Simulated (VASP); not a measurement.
A run of VASP 6.6.1 is set up as follows.

The input INCAR:

```
  ALGO = Normal
  EDIFF = 1E-6
  ENCUT = 520
  GGA = PE
  ISIF = 2
  ISMEAR = -1
  ISPIN = 2
  LASPH = True
  LCHARG = False
  LMAXMIX = 4
  LORBIT = 11
  LREAL = False
  LWAVE = False
  MAGMOM = 0.3
  NBANDS = 14
  NELM = 150
  NUPDOWN = 0.3
  PREC = Accurate
  SIGMA = 0.1
```

File KPOINTS:

```
k-points
0
Gamma
  17 17 17
```

Contents of POSCAR:

```
Re
1.0
    0.0000000000      1.9750000000      1.9750000000
    1.9750000000      0.0000000000      1.9750000000
    1.9750000000      1.9750000000      0.0000000000
Re
1
Direct
    0.0000000000      0.0000000000      0.0000000000
```

Potentials or basis: VASP PAW PBE potentials, release 64 (Re).

The run is started by

```console
$ cat potpaw_PBE.64/Re/POTCAR > POTCAR
$ mpirun -np 1 vasp_std > vasp.out
```

Task: What does it give for the pressure?

Result: -9.0 GPa.

Caveat: the cell stands under tension; the total moment is fixed, so each spin has its own Fermi level.
